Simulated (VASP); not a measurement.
Runs of VASP 6.6.1 on Se. The structure is that of space group Pm-3m (No. 221), or close to it. The cells are those of the table. The cell was built from a structure type or drawn by symmetry, and may not be a known phase.

```csv
task,cell,k mesh,cutoff (eV),gap on the mesh (eV),pressure (GPa),relaxed volume (Å³/atom)
single point,"a = 5.162 Å, 4 atoms",4 × 4 × 4,520,none,0.2,-
single point,"a = 5.137 Å, 4 atoms",10 × 10 × 10,520,none,0.1,-
single point,"a = 4.895 Å, 4 atoms",4 × 4 × 4,520,none,(a),-
relaxation of cell and atoms,"relaxed from a = 5.162 Å, 4 atoms",10 × 10 × 10,600,none,0.0,33.93
relaxation of cell and atoms,"relaxed from a = 4.895 Å, 4 atoms",4 × 4 × 4,600,none,0.1,34.53
```

Alike in all rows: level PBE; potentials or basis VASP PAW PBE potentials, release 64 (Se); no spin polarisation; smearing gaussian 0.1 eV.

Question: Fill in the values left out.

Answer: (a) 8.1.

Caveats: the cell stands under pressure (at least some runs); the volume moved by over 15 % at a fixed basis, so the end points are rough (at least some runs).

A k mesh can miss the band edges, and the runs leave out spin-orbit coupling on Se.

A gap of «none» marks levels without a gap at the run's occupations.
